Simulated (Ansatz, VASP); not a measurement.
# ZnSe: VASP beside Ansatz

Contents of INCAR:

```
  PREC = Accurate
  ENCUT = 500
  EDIFF = 1E-6
  ISMEAR = 0
  SIGMA = 0.01
  LREAL = F
  LASPH = T
  NELM = 120
  ALGO = Normal
  ISIF = 2
  LWAVE = F
  LCHARG = F
  GGA = PE
  NBANDS = 16
  GGA_COMPAT = F
```

File KPOINTS:

```
Automatic mesh
0
Gamma
  8 8 8
```

The input POSCAR:

```
ZnSe
1.0
    0.0000000000      2.8338000000      2.8338000000
    2.8338000000      0.0000000000      2.8338000000
    2.8338000000      2.8338000000      0.0000000000
Zn Se
1 1
Direct
    0.0000000000      0.0000000000      0.0000000000
    0.2500000000      0.2500000000      0.2500000000
```

Input for Ansatz:

```yaml
crystal:
  lattice:
    - [0.0, 2.8338, 2.8338]
    - [2.8338, 0.0, 2.8338]
    - [2.8338, 2.8338, 0.0]
  atoms:
    - { symbol: Zn, position: [0.0, 0.0, 0.0] }
    - { symbol: Se, position: [0.25, 0.25, 0.25] }
kpoints:
  mp_grid:
    grid: [8, 8, 8]
hamiltonian:
  xc: pbe
scf:
  occupations:
    method: fixed
output:
  eigenvalues: true
```

Alike in both runs: task single point; functional PBE; k mesh 8 × 8 × 8; no spin polarisation.

|  | VASP | Ansatz |
| --- | --- | --- |
| version | VASP 6.6.1 | Ansatz 0.2.0 |
| potentials or method | VASP PAW PBE potentials, release 64 (Zn, Se) | plane waves, PAW |
| plane-wave cutoff (eV) | 500 | 420 |
| occupations | gaussian, width 0.01 eV | fixed |
| valence electrons in the cell | 18 | 28 |

```tsv
	VASP	Ansatz	Ansatz less VASP
gap on the k mesh at the Fermi level (eV)	1.29	1.29	-0.002
```

VASP's potentials hold 18 valence electrons a cell and Ansatz's 28, so a difference there can come from the potentials and not from the codes.
